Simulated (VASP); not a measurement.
# WF2 (P4_2/mnm) in VASP: single point with PBE+U

Aim: the single point of WF2 with PBE+U.

All numbers are computed with VASP 6.6.1; they aren't measurements. Logs are shortened: lines on timing, memory, paths and dates and some standing lists are left out, and cuts for length are marked.

## 1. The cell of the first run

The structure is tetragonal, space group P4_2/mnm (No. 136). The conventional cell has a = 5.879 Å, b = 5.879 Å, c = 2.477 Å, α = 90.00°, β = 90.00°, γ = 90.00°. W (site symmetry mmm) has 6 F at 2.05 to 2.45 Å and 2 W at 2.48 Å within 2.7 Å. F (site symmetry m2m) has 3 W at 2.05 to 2.45 Å and 2 F at 2.48 Å within 2.7 Å.

## 2. Single point, PBE+U, collinear spin

Input file INCAR:

```
SYSTEM = WF2
PREC     = Accurate       ! precision mode
ENCUT    = 520            ! plane-wave cutoff, eV
EDIFF    = 1E-7           ! SCF threshold, eV
ISMEAR   = 0              ! smearing method
SIGMA    = 0.05           ! smearing width, eV
LREAL    = .FALSE.        ! projectors in reciprocal space
LASPH    = .TRUE.         ! aspherical terms in the spheres
NELM     = 150            ! most SCF steps
ALGO     = Fast           ! electronic algorithm
ISIF     = 2              ! what is computed and relaxed
LWAVE    = .FALSE.        ! write WAVECAR
LCHARG   = .FALSE.        ! write CHGCAR
ISPIN    = 2              ! spin polarisation
MAGMOM   = 1 -1 0 0 0 0   ! initial moments
LORBIT   = 11             ! projections on sites
LMAXMIX  = 4              ! l up to which the mixer works
LDAU     = .TRUE.         ! DFT+U
LDAUTYPE = 2            
LDAUL    = 2 -1           ! shell
LDAUU    = 1 0            ! U, eV
LDAUJ    = 0 0          
LDAUPRINT= 1            
GGA      = PE             ! functional
NBANDS   = 41             ! bands
```

Input file KPOINTS:

```
regular mesh
0
G
  6 6 14
  0 0 0
```

Input file POSCAR:

```
WF2
1.0
    5.8785241942      0.0000000000      0.0000000000
    0.0000000000      5.8785241942      0.0000000000
    0.0000000000      0.0000000000      2.4769626272
W F
2 4
Direct
    0.0000000000      0.0000000000      0.0000000000
    0.5000000000      0.5000000000      0.5000000000
    0.2463486675      0.2463486675      0.0000000000
    0.7536513325      0.7536513325      0.0000000000
    0.7463486675      0.2536513325      0.5000000000
    0.2536513325      0.7463486675      0.5000000000
```

Potentials or basis: VASP PAW PBE potentials, release 64 (W_sv, F).

Run with:

```sh
$ cat potpaw_PBE.64/W_sv/POTCAR potpaw_PBE.64/F/POTCAR > POTCAR
$ mpirun -np 1 vasp_std > vasp.out
```

OUTCAR:

```text
SYSTEM = WF2
   PREC = Accurate
   ENCUT = 520
   EDIFF = 1E-7
   ISMEAR = 0
   LREAL = .FALSE.
   LASPH = .TRUE.
   NELM = 150
   ISIF = 2
   ISPIN = 2
   LORBIT = 11
   GGA = PE

 ion  position               nearest neighbor table
   1  0.000  0.000  0.000-   3 2.05   4 2.05   5 2.45   6 2.45   5 2.45   6 2.45
   2  0.500  0.500  0.500-   5 2.05   6 2.05   3 2.45   4 2.45   3 2.45   4 2.45
   3  0.246  0.246  0.000-   1 2.05   2 2.45   2 2.45
   4  0.754  0.754  0.000-   1 2.05   2 2.45   2 2.45
   5  0.746  0.254  0.500-   2 2.05   1 2.45   1 2.45
   6  0.254  0.746  0.500-   2 2.05   1 2.45   1 2.45

  LATTYP: Found a simple tetragonal cell.
 ALAT       =     5.8785241942
 C/A-ratio  =     0.4213579030

  Lattice vectors:

 A1 = (   5.8785241942,   0.0000000000,   0.0000000000)
 A2 = (   0.0000000000,   5.8785241942,   0.0000000000)
 A3 = (   0.0000000000,   0.0000000000,   2.4769626272)

Analysis of symmetry for initial positions (statically):
=====================================================================
 Subroutine PRICEL returns:
 Original cell was already a primitive cell.

 Routine SETGRP: Setting up the symmetry group for a
 simple tetragonal supercell.

 Subroutine GETGRP returns: Found 16 space group operations
 (whereof  8 operations were pure point group operations)
 out of a pool of 16 trial point group operations.

The static configuration has the point symmetry D_2h.
 The point group associated with its full space group is D_4h.

Analysis of symmetry for dynamics (positions and initial velocities):
=====================================================================
 Subroutine PRICEL returns:
 Original cell was already a primitive cell.

 Routine SETGRP: Setting up the symmetry group for a
 simple tetragonal supercell.

 Subroutine GETGRP returns: Found 16 space group operations
 (whereof  8 operations were pure point group operations)
 out of a pool of 16 trial point group operations.

The dynamic configuration has the point symmetry D_2h.
 The point group associated with its full space group is D_4h.

Analysis of structural, dynamic, and magnetic symmetry:
=====================================================================
 Subroutine PRICEL returns:
 Original cell was already a primitive cell.

 Routine SETGRP: Setting up the symmetry group for a
 simple tetragonal supercell.

 Subroutine GETGRP returns: Found 16 space group operations
 (whereof  8 operations were pure point group operations)
 out of a pool of 16 trial point group operations.

The overall configuration has the point symmetry D_2h.
 The point group associated with its full space group is D_4h.

 Subroutine INISYM returns: Found 16 space group operations
 (whereof  8 operations are pure point group operations),
 and found     1 'primitive' translations

----------------------------------------------------------------------------------------

                                     Primitive cell

  volume of cell :      85.5965

  direct lattice vectors                    reciprocal lattice vectors
     5.878524194  0.000000000  0.000000000     0.170110723  0.000000000  0.000000000
     0.000000000  5.878524194  0.000000000     0.000000000  0.170110723  0.000000000
     0.000000000  0.000000000  2.476962627     0.000000000  0.000000000  0.403720262

  length of vectors
[... 160 lines left out ...]
  o =  0.1522  v = -1.0000  0.0000  0.0043  0.0000 -0.0000  0.0000  0.0000  0.0000  0.0000  0.0000      0.0000  0.0000  0.0000  0.0000  0.0000  0.0000  0.0000  0.0000  0.0000  0.0000
  o =  0.3686  v =  0.0000  0.0000  0.0000  0.0000  0.0000  0.0000  0.7071  0.0000 -0.7071  0.0000      0.0000  0.0000  0.0000  0.0000  0.0000  0.0000  0.0000  0.0000  0.0000  0.0000
  o =  0.3710  v =  0.0000  0.0000  0.0000  0.0000  0.0000  0.0000 -0.7071  0.0000 -0.7071 -0.0000      0.0000  0.0000  0.0000  0.0000  0.0000  0.0000  0.0000  0.0000  0.0000  0.0000
  o =  0.3799  v =  0.0000  0.0000  0.0000  0.0000  0.0000 -0.0570 -0.0000  0.9984  0.0000  0.0000      0.0000  0.0000  0.0000  0.0000  0.0000  0.0000  0.0000  0.0000  0.0000  0.0000
  o =  0.3992  v =  0.0000  0.7071  0.0000 -0.7071  0.0000  0.0000  0.0000  0.0000  0.0000  0.0000      0.0000  0.0000  0.0000  0.0000  0.0000  0.0000  0.0000  0.0000  0.0000  0.0000
  o =  0.4184  v = -0.0043  0.0000 -1.0000  0.0000  0.0000  0.0000  0.0000  0.0000  0.0000  0.0000      0.0000  0.0000  0.0000  0.0000  0.0000  0.0000  0.0000  0.0000  0.0000  0.0000
  o =  0.4526  v =  0.0000  0.7071  0.0000  0.7071  0.0000  0.0000  0.0000  0.0000  0.0000  0.0000      0.0000  0.0000  0.0000  0.0000  0.0000  0.0000  0.0000  0.0000  0.0000  0.0000
  o =  0.8067  v =  0.0000  0.0000 -0.0000 -0.0000 -1.0000  0.0000  0.0000  0.0000  0.0000  0.0000      0.0000  0.0000  0.0000  0.0000  0.0000  0.0000  0.0000  0.0000  0.0000  0.0000

atom =   2  type =  1  l = 2

 onsite density matrix

spin component  1

  0.1360  0.0000  0.0139  0.0000  0.0000
  0.0000  0.3698  0.0000 -0.0012  0.0000
  0.0139  0.0000  0.3791  0.0000 -0.0000
  0.0000 -0.0012  0.0000  0.3698  0.0000
  0.0000  0.0000 -0.0000  0.0000  0.0623

spin component  2

  0.1522  0.0000 -0.0012  0.0000 -0.0000
  0.0000  0.4259  0.0000 -0.0267  0.0000
 -0.0012  0.0000  0.4184  0.0000 -0.0000
  0.0000 -0.0267  0.0000  0.4259  0.0000
 -0.0000  0.0000 -0.0000  0.0000  0.8067

 occupancies and eigenvectors

  o =  0.0623  v =  0.0000  0.0000 -0.0000  0.0000 -1.0000  0.0000  0.0000  0.0000  0.0000  0.0000      0.0000  0.0000  0.0000  0.0000  0.0000  0.0000  0.0000  0.0000  0.0000  0.0000
  o =  0.1352  v = -0.9984  0.0000  0.0570  0.0000 -0.0000  0.0000  0.0000  0.0000  0.0000  0.0000      0.0000  0.0000  0.0000  0.0000  0.0000  0.0000  0.0000  0.0000  0.0000  0.0000
  o =  0.1522  v =  0.0000  0.0000  0.0000  0.0000  0.0000 -1.0000  0.0000 -0.0043  0.0000 -0.0000      0.0000  0.0000  0.0000  0.0000  0.0000  0.0000  0.0000  0.0000  0.0000  0.0000
  o =  0.3686  v =  0.0000 -0.7071  0.0000 -0.7071 -0.0000  0.0000  0.0000  0.0000  0.0000  0.0000      0.0000  0.0000  0.0000  0.0000  0.0000  0.0000  0.0000  0.0000  0.0000  0.0000
  o =  0.3710  v =  0.0000  0.7071  0.0000 -0.7071  0.0000  0.0000  0.0000  0.0000  0.0000  0.0000      0.0000  0.0000  0.0000  0.0000  0.0000  0.0000  0.0000  0.0000  0.0000  0.0000
  o =  0.3799  v = -0.0570 -0.0000 -0.9984  0.0000  0.0000  0.0000  0.0000  0.0000  0.0000  0.0000      0.0000  0.0000  0.0000  0.0000  0.0000  0.0000  0.0000  0.0000  0.0000  0.0000
  o =  0.3992  v =  0.0000  0.0000  0.0000  0.0000  0.0000  0.0000 -0.7071 -0.0000 -0.7071  0.0000      0.0000  0.0000  0.0000  0.0000  0.0000  0.0000  0.0000  0.0000  0.0000  0.0000
  o =  0.4184  v =  0.0000  0.0000  0.0000  0.0000  0.0000 -0.0043  0.0000  1.0000  0.0000  0.0000      0.0000  0.0000  0.0000  0.0000  0.0000  0.0000  0.0000  0.0000  0.0000  0.0000
  o =  0.4526  v =  0.0000  0.0000  0.0000  0.0000  0.0000  0.0000  0.7071  0.0000 -0.7071 -0.0000      0.0000  0.0000  0.0000  0.0000  0.0000  0.0000  0.0000  0.0000  0.0000  0.0000
  o =  0.8067  v =  0.0000  0.0000  0.0000  0.0000  0.0000  0.0000  0.0000 -0.0000  0.0000  1.0000      0.0000  0.0000  0.0000  0.0000  0.0000  0.0000  0.0000  0.0000  0.0000  0.0000

 number of electron      56.0000055 magnetization       0.0000000

 Free energy of the ion-electron system (eV)
  ---------------------------------------------------
  ext. energy  EPLUGINS =         0.00000000
  ---------------------------------------------------
  free energy    TOTEN  =       -36.58694346 eV

  energy without entropy =      -36.58506754  energy(sigma->0) =      -36.58600550

 E-fermi :   5.1226     XC(G=0): -10.1907

 val. band max:        5.1203761198   @ k =   0.1667   0.1667   0.2143
 cond. band min:       5.1285484299   @ k =   0.5000   0.1667   0.2143
 fundamental gap:      0.0081723101
 Fermi energy:         5.1226045956

 spin component 1

 k-point     1 :       0.0000    0.0000    0.0000
  band No.  band energies     occupation
      1     -70.1080      1.00000
      2     -69.6665      1.00000
      3     -34.6814      1.00000
      4     -34.6226      1.00000
      5     -33.9338      1.00000
      6     -33.8819      1.00000
[... 2057 lines left out ...]
     39      13.6334      0.00000
     40      14.0795      0.00000

 [... further k-points ...]

 [bands above 40 left out]

------------------------ aborting loop because EDIFF is reached ----------------------------------------

  FORCE on cell =-STRESS in cart. coord.  units (eV):
  Direction    XX          YY          ZZ          XY          YZ          ZX
  --------------------------------------------------------------------------------------
  -------------------------------------------------------------------------------------
  Total        0.7827205      0.7827205      4.5917493      0.0000000      0.0000000      0.0000000
  in kB       14.6507957     14.6507957     85.9473866      0.0000000      0.0000000      0.0000000
  external PRESSURE =      38.4163260 kB  Pullay stress =       0.0000000 kB

 VOLUME and BASIS-vectors are now :
 -----------------------------------------------------------------------------
  energy-cutoff  :      520.00
  volume of cell :       85.60
      direct lattice vectors                 reciprocal lattice vectors
     5.878524194  0.000000000  0.000000000     0.170110723  0.000000000  0.000000000
     0.000000000  5.878524194  0.000000000     0.000000000  0.170110723  0.000000000
     0.000000000  0.000000000  2.476962627     0.000000000  0.000000000  0.403720262

 POSITION                                       TOTAL-FORCE (eV/Angst)
 -----------------------------------------------------------------------------------
      0.00000      0.00000      0.00000         0.000000      0.000000      0.000000
      2.93926      2.93926      1.23848         0.000000      0.000000      0.000000
      1.44817      1.44817      0.00000         0.464217      0.464217     -0.000000
      4.43036      4.43036      0.00000        -0.464217     -0.464217      0.000000
      4.38743      1.49110      1.23848         0.464217     -0.464217      0.000000
      1.49110      4.38743      1.23848        -0.464217      0.464217      0.000000
 -----------------------------------------------------------------------------------
    total drift:                                0.000000      0.000000      0.000000

  FREE ENERGIE OF THE ION-ELECTRON SYSTEM (eV)
  ---------------------------------------------------
  free  energy   TOTEN  =       -36.5869434648 eV

  energy  without entropy=      -36.5850675420  energy(sigma->0) =      -36.58600550

 total charge

# of ion       s       p       d       tot
------------------------------------------
    1        2.278   6.150   3.497  11.925
    2        2.278   6.150   3.497  11.925
    3        1.740   4.340   0.000   6.080
    4        1.740   4.340   0.000   6.080
    5        1.740   4.340   0.000   6.080
    6        1.740   4.340   0.000   6.080
--------------------------------------------------
tot         11.516  29.661   6.994  48.170

 magnetization (x)

# of ion       s       p       d       tot
------------------------------------------
    1        0.002   0.010   0.904   0.916
    2       -0.002  -0.010  -0.904  -0.916
    3        0.000   0.025   0.000   0.025
    4        0.000   0.025   0.000   0.025
    5       -0.000  -0.025   0.000  -0.025
    6       -0.000  -0.025   0.000  -0.025
--------------------------------------------------
tot          0.000   0.000  -0.000  -0.000
```

Wall time 17 min (1 thread of Oxide Virtual Turin-like, shared host); peak memory 0.46 GiB.

Results:

| Item | Value |
| --- | --- |
| Free energy | -36.5869 eV |
| Pressure | 3.8 GPa |
| Largest force | 0.657 eV/Å |
| Band gap on the k mesh | zero (filled and empty bands overlap) |
| Net moment | 0.00 μB per cell |
| Site moments | W +0.92, -0.92; F +0.03, -0.03 (each value once) μB |
| Valence electrons inside the program's atomic spheres | W 11.93; F 6.08 |

Forces in eV/Å, atoms in the order of the input:
```
W    0.000  0.000  0.000
W    0.000  0.000  0.000
F    0.464  0.464  0.000
F   -0.464 -0.464  0.000
F    0.464 -0.464  0.000
F   -0.464  0.464  0.000
```

Eigenvalues of the final occupation matrices:
```
    site  spin  trace               eigenvalues
site 1 d     1   2.23  0.15 0.40 0.42 0.45 0.81
site 1 d     2   1.32  0.06 0.14 0.37 0.37 0.38
site 2 d     1   1.32  0.06 0.14 0.37 0.37 0.38
site 2 d     2   2.23  0.15 0.40 0.42 0.45 0.81
```

Caveat: the cell stands under pressure; spin-orbit coupling is left out, which moves the levels of the heavy elements.
